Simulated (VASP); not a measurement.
# C (Fd-3m) in VASP: settings compared, part 2 of 2

VASP 6.6.1. The steps go on from the part before.

## Step 3: Single point, r2SCAN

The input, POSCAR:

```
C
1.0
    2.5220660000      0.0000000000      0.0000000000
    1.2610330000      2.1841732260      0.0000000000
    1.2610330000      0.7280577420      2.0592582659
C
2
Direct
    0.0000000000      0.0000000000      0.0000000000
    0.2500000000      0.2500000000      0.2500000000
```

The input, INCAR.step1:

```
ALGO     = Normal         # electronic algorithm
EDIFF    = 1E-5           # SCF threshold, eV
ENCUT    = 660            # plane-wave cutoff, eV
GGA      = PE             # functional
GGA_COMPAT= False        
ISMEAR   = -1             # smearing method
LASPH    = True           # aspherical terms in the spheres
LCHARG   = False          # write CHGCAR
LREAL    = False          # projectors in reciprocal space
LWAVE    = True           # write WAVECAR
NBANDS   = 11             # bands
NELM     = 120            # most SCF steps
PREC     = Accurate       # precision mode
SIGMA    = 0.15           # smearing width, eV
```

The input, INCAR.step2:

```
ALGO     = Normal         # electronic algorithm
EDIFF    = 1E-6           # SCF threshold, eV
ENCUT    = 660            # plane-wave cutoff, eV
GGA_COMPAT= False        
ISIF     = 2              # what is computed and relaxed
ISMEAR   = -1             # smearing method
ISTART   = 1            
LASPH    = True           # aspherical terms in the spheres
LCHARG   = False          # write CHGCAR
LMIXTAU  = True         
LREAL    = False          # projectors in reciprocal space
LWAVE    = False          # write WAVECAR
METAGGA  = R2SCAN         # meta-GGA
NBANDS   = 11             # bands
NELM     = 120            # most SCF steps
PREC     = Accurate       # precision mode
SIGMA    = 0.15           # smearing width, eV
```

The input, KPOINTS:

```
k-points
0
Gamma
  3 3 3
```

Potentials or basis: VASP PAW PBE potentials, release 64 (C).

The run is started by

```
> cat potpaw_PBE.64/C/POTCAR > POTCAR
> cp INCAR.step1 INCAR
> mpirun -np 1 vasp_std > vasp.out
> cp INCAR.step2 INCAR
> mpirun -np 1 vasp_std > vasp.out
```

OUTCAR:

```text
EDIFF = 1E-6
   ENCUT = 660
   ISIF = 2
   ISMEAR = -1
   ISTART = 1
   LASPH = True
   LREAL = False
   METAGGA = R2SCAN
   NELM = 120
   PREC = Accurate

 ion  position               nearest neighbor table
   1  0.000  0.000  0.000-   2 1.54   2 1.54   2 1.54   2 1.54
   2  0.250  0.250  0.250-   1 1.54   1 1.54   1 1.54   1 1.54

  LATTYP: Found a face centered cubic cell.
 ALAT       =     3.5667399424

  Lattice vectors:

 A1 = (   2.5220660000,   0.0000000000,   0.0000000000)
 A2 = (   1.2610330000,   2.1841732260,   0.0000000000)
 A3 = (   1.2610330000,   0.7280577420,   2.0592582659)

Analysis of symmetry for initial positions (statically):
=====================================================================
 Subroutine PRICEL returns:
 Original cell was already a primitive cell.

 Routine SETGRP: Setting up the symmetry group for a
 face centered cubic supercell.

 Subroutine GETGRP returns: Found 48 space group operations
 (whereof 24 operations were pure point group operations)
 out of a pool of 48 trial point group operations.

The static configuration has the point symmetry T_d .
 The point group associated with its full space group is O_h .

Analysis of symmetry for dynamics (positions and initial velocities):
=====================================================================
 Subroutine PRICEL returns:
 Original cell was already a primitive cell.

 Routine SETGRP: Setting up the symmetry group for a
 face centered cubic supercell.

 Subroutine GETGRP returns: Found 48 space group operations
 (whereof 24 operations were pure point group operations)
 out of a pool of 48 trial point group operations.

The dynamic configuration has the point symmetry T_d .
 The point group associated with its full space group is O_h .

 Subroutine INISYM returns: Found 48 space group operations
 (whereof 24 operations are pure point group operations),
 and found     1 'primitive' translations

----------------------------------------------------------------------------------------

                                     Primitive cell

  volume of cell :      11.3437

  direct lattice vectors                    reciprocal lattice vectors
     2.522066000  0.000000000  0.000000000     0.396500329 -0.228919572 -0.161870582
     1.261033000  2.184173226  0.000000000     0.000000000  0.457839144 -0.161870582
     1.261033000  0.728057742  2.059258266     0.000000000  0.000000000  0.485611745

  length of vectors
     2.522066000  2.522066000  2.522066000     0.485611745  0.485611745  0.485611745

  position of ions in fractional coordinates (direct lattice)
     0.000000000  0.000000000  0.000000000
     0.250000000  0.250000000  0.250000000

  ion indices of the primitive-cell ions
   primitive index   ion index
                 1           1
                 2           2

----------------------------------------------------------------------------------------

 KPOINTS: k-points

Automatic generation of k-mesh.
 Grid dimensions read from file:
 generate k-points for:    3    3    3

 Generating k-lattice:

  Cartesian coordinates                     Fractional coordinates (reciprocal lattice)
     0.132166776 -0.076306524 -0.053956861     0.333333333 -0.000000000  0.000000000
     0.000000000  0.152613048 -0.053956861     0.000000000  0.333333333  0.000000000
     0.000000000  0.000000000  0.161870582     0.000000000  0.000000000  0.333333333

  Length of vectors
     0.161870582  0.161870582  0.161870582

  Shift w.r.t. Gamma in fractional coordinates (k-lattice)
     0.000000000  0.000000000  0.000000000

 Subroutine IBZKPT returns following result:
 ===========================================

 Found      4 irreducible k-points:

 Following reciprocal coordinates:
            Coordinates               Weight
  0.000000  0.000000  0.000000      1.000000
  0.333333 -0.000000  0.000000      8.000000
  0.333333  0.333333  0.000000      6.000000
 -0.333333  0.333333 -0.000000     12.000000
   k-points           NKPTS =      4   k-points in BZ     NKDIM =      4   number of bands    NBANDS=     11
   number of dos      NEDOS =    301   number of ions     NIONS =      2
   total plane-waves  NPLWV =  13824
   dimension x,y,z NGX =    24 NGY =   24 NGZ =   24
   dimension x,y,z NGXF=    48 NGYF=   48 NGZF=   48
   ions per type =               2
   NGX,Y,Z   is equivalent  to a cutoff of  15.82, 15.82, 15.82 a.u.
   NGXF,Y,Z  is equivalent  to a cutoff of  31.64, 31.64, 31.64 a.u.
 SYSTEM =  unknown system
   PREC   = accura    normal or accurate (medium, high low for compatibility)
   ISTART =      1    job   : 0-new  1-cont  2-samecut
   ICHARG =      0    charge: 1-file 2-atom 10-const
   ISPIN  =      1    spin polarized calculation?
   LNONCOLLINEAR =      F non collinear calculations
   LSORBIT =      F    spin-orbit coupling
   LASPH  =      T    aspherical Exc in radial PAW
   ENCUT  =  660.0 eV  48.51 Ry    6.96 a.u.   5.28  5.28  5.28*2*pi/ulx,y,z
   NELM   =    120;   NELMIN=  2; NELMDL=  0     # of ELM steps
   EDIFF  = 0.1E-05   stopping-criterion for ELM
   LREAL  =      F    real-space projection
   EDIFFG = 0.1E-04   stopping-criterion for IOM
   NSW    =      0    number of steps for IOM
   IBRION =     -1    ionic relax: 0-MD 1-quasi-New 2-CG
   NFREE  =      0    steps in history (QN), initial steepest desc. (CG)
   ISIF   =      2    stress and relaxation
   ISYM   =      2    0-nonsym 1-usesym 2-fastsym
   POTIM  = 0.5000    time-step for ionic-motion
   TEBEG  =    0.0;   TEEND  =   0.0 temperature during run
   PSTRESS=    0.0 pullay stress
   NELECT =       8.0000    total number of electrons
   NUPDOWN=      -1.0000    fix difference up-down
   EMIN   =  10.00;   EMAX   =-10.00  energy-range for DOS
   EFERMI =   0.00;   METHOD = LEGACY
   ISMEAR =    -1;   SIGMA  =   0.15  broadening in eV -4-tet -1-fermi 0-gaus
   EFERMI_NEDOS =   21; number of points for ismear=-14 and -15
   IALGO  =     38    algorithm
   IMIX   =      4    mixing-type and parameters
     AMIX     =   0.40;   BMIX     =  1.00
     AMIX_MAG =   1.60;   BMIX_MAG =  1.00
  volume/ion in A,a.u.               =       5.67        38.28
  Fermi-wavevector in a.u.,A,eV,Ry     =   1.457203  2.753714 28.891162  2.123440
  Thomas-Fermi vector in A             =   2.574032
   LORBIT       =      0    0 simple, 1 ext, 2 COOP (PROOUT), +10 PAW based schemes
   METAGGA = R2SCAN    functional components
   LHFCALC =     F    Hartree Fock is set to
   AEXX    =    0.0000 exact exchange contribution
   IVDW    =     0    specifies the selected vdW correction
   LEPSILON=     F    determine dielectric tensor
   LRPA    =     F    only Hartree local field effects (RPA)
 non-spin polarized calculation
  energy-cutoff  :      660.00
  volume of cell :       11.34
 maximum number of plane-waves:       444
 NGX is ok and might be reduce to    24
   NGX = 11   NGY = 11   NGZ = 11

 number of electron       8.0000000 magnetization

 Free energy of the ion-electron system (eV)
  ---------------------------------------------------
  ext. energy  EPLUGINS =         0.00000000
  ---------------------------------------------------
  free energy    TOTEN  =       -19.04885933 eV

  energy without entropy =      -19.04885848  energy(sigma->0) =      -19.04885891

 E-fermi :  11.9075     XC(G=0): -14.2121

 val. band max:        9.8082896879   @ k =   0.0000   0.0000   0.0000
 cond. band min:      14.1107548527   @ k =   0.3333   0.3333   0.0000
 fundamental gap:      4.3024651648
 Fermi energy:        11.9074979350

 k-point     1 :       0.0000    0.0000    0.0000
  band No.  band energies     occupation
      1     -12.9103      2.00000
      2       9.8083      2.00000
      3       9.8083      2.00000
      4       9.8083      2.00000
      5      15.6254      0.00000
      6      15.6254      0.00000
      7      15.6254      0.00000
      8      23.6302      0.00000
      9      30.1107      0.00000
     10      37.1191      0.00000
     11      37.1191      0.00000

 k-point     2 :       0.3333   -0.0000    0.0000
  band No.  band energies     occupation
      1      -9.7648      2.00000
      2      -0.1386      2.00000
      3       7.3351      2.00000
      4       7.3351      2.00000
      5      18.4788      0.00000
      6      18.4788      0.00000
      7      18.6730      0.00000
      8      25.9563      0.00000
      9      31.8642      0.00000
     10      33.9430      0.00000
     11      33.9430      0.00000

 k-point     3 :       0.3333    0.3333    0.0000
  band No.  band energies     occupation
      1      -8.7084      2.00000
      2       2.0891      2.00000
      3       4.1738      2.00000
      4       4.1738      2.00000
      5      14.1108      0.00000
      6      17.8778      0.00000
      7      24.7000      0.00000
      8      24.7000      0.00000
      9      32.2205      0.00000
     10      34.3731      0.00000
     11      42.5695      0.00000

 k-point     4 :      -0.3333    0.3333   -0.0000
  band No.  band energies     occupation
      1      -5.1957      2.00000
      2      -1.8594      2.00000
      3      -0.0440      2.00000
      4       4.8331      2.00000
      5      16.4312      0.00000
      6      23.4522      0.00000
      7      24.0719      0.00000
      8      25.6316      0.00000
      9      27.6398      0.00000
     10      34.4364      0.00000
     11      36.1018      0.00000

------------------------ aborting loop because EDIFF is reached ----------------------------------------

  FORCE on cell =-STRESS in cart. coord.  units (eV):
  Direction    XX          YY          ZZ          XY          YZ          ZX
  --------------------------------------------------------------------------------------
  -------------------------------------------------------------------------------------
  Total        0.2110114      0.2110114      0.2110114      0.0000000     -0.0000000     -0.0000000
  in kB       29.8031464     29.8031464     29.8031464      0.0000000     -0.0000000     -0.0000000
  external PRESSURE =      29.8031464 kB  Pullay stress =       0.0000000 kB

 VOLUME and BASIS-vectors are now :
 -----------------------------------------------------------------------------
  energy-cutoff  :      660.00
  volume of cell :       11.34
      direct lattice vectors                 reciprocal lattice vectors
     2.522066000  0.000000000  0.000000000     0.396500329 -0.228919572 -0.161870582
     1.261033000  2.184173226  0.000000000     0.000000000  0.457839144 -0.161870582
     1.261033000  0.728057742  2.059258266     0.000000000  0.000000000  0.485611745

 POSITION                                       TOTAL-FORCE (eV/Angst)
 -----------------------------------------------------------------------------------
      0.00000      0.00000      0.00000         0.000000      0.000000      0.000000
      1.26103      0.72806      0.51481        -0.000000     -0.000000     -0.000000
 -----------------------------------------------------------------------------------
    total drift:                                0.000000     -0.000000     -0.000000

  FREE ENERGIE OF THE ION-ELECTRON SYSTEM (eV)
  ---------------------------------------------------
  free  energy   TOTEN  =       -19.0488593339 eV

  energy  without entropy=      -19.0488584791  energy(sigma->0) =      -19.04885891
```

Wall time 9 s (1 thread of Intel Xeon Platinum 8259CL at 2.50GHz (Skylake/Cascade Lake), shared host); peak memory 0.13 GiB.

What came out:

| Property | Result |
| --- | --- |
| Free energy | -19.0489 eV |
| Pressure | 3.0 GPa |
| Band gap on the k mesh | 4.30 eV, indirect (least direct gap 5.82 eV) |

Caveat: the k points lie up to 1.02 Å⁻¹ apart; the PAW data sets were made with another functional, which shifts forces and pressure a little.

## Step 4: Single point, B3LYP

POSCAR is that of step 3.

The input, INCAR.step1:

```
SYSTEM = C
PREC = Accurate
ENCUT = 520
EDIFF = 1E-5
ISMEAR = -1
SIGMA = 0.15
LREAL = .False.
LASPH = .True.
NELM = 120
ALGO = Normal
ISIF = 2
LWAVE = .True.
LCHARG = .False.
GGA = PE
NBANDS = 11
GGA_COMPAT = .False.
```

The input, INCAR.step2:

```
SYSTEM = C
PREC = Accurate
ENCUT = 520
EDIFF = 1E-6
ISMEAR = -1
SIGMA = 0.15
LREAL = .False.
LASPH = .True.
NELM = 120
ALGO = Normal
ISIF = 2
LWAVE = .False.
LCHARG = .False.
GGA = B3
LHFCALC = .True.
AEXX = 0.2
AGGAX = 0.72
AGGAC = 0.81
ALDAC = 0.19
PRECFOCK = Normal
ISTART = 1
NBANDS = 11
GGA_COMPAT = .False.
```

The input, KPOINTS:

```
Automatic mesh
0
Gamma
  3 3 3
  0 0 0
```

Potentials or basis: VASP PAW PBE potentials, release 64 (C).

The run is started by

```
> cat potpaw_PBE.64/C/POTCAR > POTCAR
> cp INCAR.step1 INCAR
> mpirun -np 1 vasp_std > vasp.out
> cp INCAR.step2 INCAR
> mpirun -np 1 vasp_std > vasp.out
```

OUTCAR:

```text
SYSTEM = C
   PREC = Accurate
   ENCUT = 520
   EDIFF = 1E-6
   ISMEAR = -1
   LREAL = .False.
   LASPH = .True.
   NELM = 120
   ISIF = 2
   GGA = B3
   LHFCALC = .True.
   AEXX = 0.2
   PRECFOCK = Normal
   ISTART = 1

 ion  position               nearest neighbor table
   1  0.000  0.000  0.000-   2 1.54   2 1.54   2 1.54   2 1.54
   2  0.250  0.250  0.250-   1 1.54   1 1.54   1 1.54   1 1.54

  LATTYP: Found a face centered cubic cell.
 ALAT       =     3.5667399424

  Lattice vectors:
[... 230 lines left out ...]

------------------------ aborting loop because EDIFF is reached ----------------------------------------

  FORCE on cell =-STRESS in cart. coord.  units (eV):
  Direction    XX          YY          ZZ          XY          YZ          ZX
  --------------------------------------------------------------------------------------
  -------------------------------------------------------------------------------------
  Total        0.4035954      0.4035954      0.4035954      0.0000000      0.0000000     -0.0000000
  in kB       57.0036154     57.0036154     57.0036154      0.0000000      0.0000000     -0.0000000
  external PRESSURE =      57.0036154 kB  Pullay stress =       0.0000000 kB

 VOLUME and BASIS-vectors are now :
 -----------------------------------------------------------------------------
  energy-cutoff  :      520.00
  volume of cell :       11.34
      direct lattice vectors                 reciprocal lattice vectors
     2.522066000  0.000000000  0.000000000     0.396500329 -0.228919572 -0.161870582
     1.261033000  2.184173226  0.000000000     0.000000000  0.457839144 -0.161870582
     1.261033000  0.728057742  2.059258266     0.000000000  0.000000000  0.485611745

 POSITION                                       TOTAL-FORCE (eV/Angst)
 -----------------------------------------------------------------------------------
      0.00000      0.00000      0.00000        -0.000000     -0.000000      0.000000
      1.26103      0.72806      0.51481         0.000000      0.000000     -0.000000
 -----------------------------------------------------------------------------------
    total drift:                               -0.000000     -0.000000      0.000000

  FREE ENERGIE OF THE ION-ELECTRON SYSTEM (eV)
  ---------------------------------------------------
  free  energy   TOTEN  =       -19.6963415021 eV

  energy  without entropy=      -19.6963415000  energy(sigma->0) =      -19.69634150
```

OUTCAR.step1:

```text
SYSTEM = C
   PREC = Accurate
   ENCUT = 520
   EDIFF = 1E-5
   ISMEAR = -1
[... 258 lines left out ...]
      0.00000      0.00000      0.00000         0.000000      0.000000      0.000000
      1.26103      0.72806      0.51481        -0.000000     -0.000000      0.000000
 -----------------------------------------------------------------------------------
    total drift:                                0.000000      0.000000      0.000000

  FREE ENERGIE OF THE ION-ELECTRON SYSTEM (eV)
  ---------------------------------------------------
  free  energy   TOTEN  =       -17.6045153283 eV

  energy  without entropy=      -17.6045137760  energy(sigma->0) =      -17.60451455
```

Wall time 14 s (1 thread of Intel Xeon Platinum 8259CL at 2.50GHz (Skylake/Cascade Lake), shared host); peak memory 0.12 GiB.

What came out:

```yaml
Free_energy: -19.6963 eV
Pressure: 5.7 GPa
Band_gap_on_the_k_mesh: 6.21 eV, indirect (least direct gap 7.70 eV)
```

Levels at points of the mesh, in eV from the valence-band top:
```csv
k point,band 1,band 2,band 3,band 4,band 5,band 6,band 7,band 8,band 9
"(0.00, 0.00, 0.00)",-22.74,0.00,0.00,0.00,7.70,7.70,7.70,15.86,21.78
```

Caveat: the k points lie up to 1.02 Å⁻¹ apart; the PAW data sets were made with another functional, which shifts forces and pressure a little. A k mesh can miss the band edges.

## Step 5: Overview

```csv
level,cutoff (eV),grid for exact exchange (PRECFOCK),gap on the mesh (eV),pressure (GPa)
PBE,600,-,4.11,7.0
r2SCAN,660,-,4.30,3.0
B3LYP,520,Normal,6.21,5.7
```

Alike in all rows: task single point; potentials or basis VASP PAW PBE potentials, release 64 (C); no spin polarisation; cell as given; k mesh 3 × 3 × 3; smearing fermi-dirac 0.15 eV.

Caveats: all runs use coarse meshes; the PAW data sets were made with another functional, which shifts forces and pressure a little (some runs).

Absolute energies hang on the potentials; compare differences alone.
